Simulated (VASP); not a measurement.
Here is a VASP 6.6.1 calculation.

File INCAR:

```
SYSTEM = AgBr
PREC     = Accurate       ! precision mode
ENCUT    = 500            ! plane-wave cutoff, eV
EDIFF    = 1E-7           ! SCF threshold, eV
ISMEAR   = 0              ! smearing method
SIGMA    = 0.01           ! smearing width, eV
LREAL    = .FALSE.        ! projectors in reciprocal space
LASPH    = .TRUE.         ! aspherical terms in the spheres
NELM     = 120            ! most SCF steps
ALGO     = Normal         ! electronic algorithm
ISIF     = 3              ! what is computed and relaxed
LWAVE    = .FALSE.        ! write WAVECAR
LCHARG   = .FALSE.        ! write CHGCAR
GGA      = PS             ! functional
IBRION   = 2              ! ionic algorithm
NSW      = 100            ! ionic steps
EDIFFG   = -0.002         ! ionic threshold
PSTRESS  = 100.0        
GGA_COMPAT= .FALSE.      
NELMIN   = 4
```

The input KPOINTS:

```
Automatic mesh
0
G
  8 8 8
  0 0 0
```

Contents of POSCAR:

```
AgBr
1.0
    2.8376951687      2.8376951687      0.0000000000
   -2.8376951687      2.8376951687      0.0000000000
    0.0000000000      2.8376951687      2.8376951687
Ag Br
1 1
Direct
    0.0000000000      0.0000000000      0.0000000000
    0.5000000000      0.5000000000      0.0000000000
```

Potentials or basis: VASP PAW PBE potentials, release 64 (Ag, Br).

The run is started by

```console
$ cat potpaw_PBE.64/Ag/POTCAR potpaw_PBE.64/Br/POTCAR > POTCAR
$ mpirun -np 1 vasp_std > vasp.out
```

Estimate the space group after relaxing (to 0.1 Å).

Fm-3m (No. 225).

Estimate the relaxed cell.

a = 3.837 Å, b = 3.837 Å, c = 3.837 Å, α = 60.00°, β = 60.00°, γ = 90.00°.

What does it give for the band gap on the k mesh?

0.54 eV (least direct gap 3.00 eV).

Step by step:
```tsv
step	energy change (eV)	largest force (eV/Å)	pressure (GPa)	volume (Å³)
1	0.0000	0.0000	-0.06	45.70
2	0.4354	0.0000	19.89	36.85
3	0.1521	0.0000	9.89	39.98
4	0.1590	0.0000	10.18	39.87
5	0.1516	0.0000	9.88	39.99
6	0.1547	0.0000	10.00	39.94
```

Caveat: the cell is relaxed towards a set pressure, so the run minimises the enthalpy, not the energy; the PAW data sets were made with another functional, which shifts forces and pressure a little. A k mesh can miss the band edges.
